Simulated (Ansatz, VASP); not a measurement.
# Two plane-wave programs on Pt

```
Pt
1.0
     2.68837    0.00000    0.00000
    -1.34418    2.32819    0.00000
     0.00000    0.00000    2.69001
Pt
1
Direct
  0.00000 0.00000 0.00000
```

Change from the starting cell: volume scaled by 1, norm-conserving files.

Alike in both runs: task single point; functional PBE; k mesh 16 × 16 × 15; occupations fermi-dirac, width 0.08 eV; no spin polarisation.

```csv
,VASP,Ansatz
version,VASP 6.6.1,Ansatz 0.2.0
potentials or method,"VASP PAW PBE potentials, release 64 (Pt)","norm-conserving pseudopotentials, scalar-relativistic"
plane-wave cutoff (eV),520,1143
valence electrons in the cell,10,18
```

```csv
,VASP,Ansatz,Ansatz less VASP
pressure (GPa),-0.5,0.1,+0.68
"traceless stress, the component that is largest in VASP (GPa)",-0.05,-0.07,-0.028
```

VASP's potentials hold 10 valence electrons a cell and Ansatz's 18, so a difference there can come from the potentials and not from the codes.

Spin-orbit coupling is off throughout.
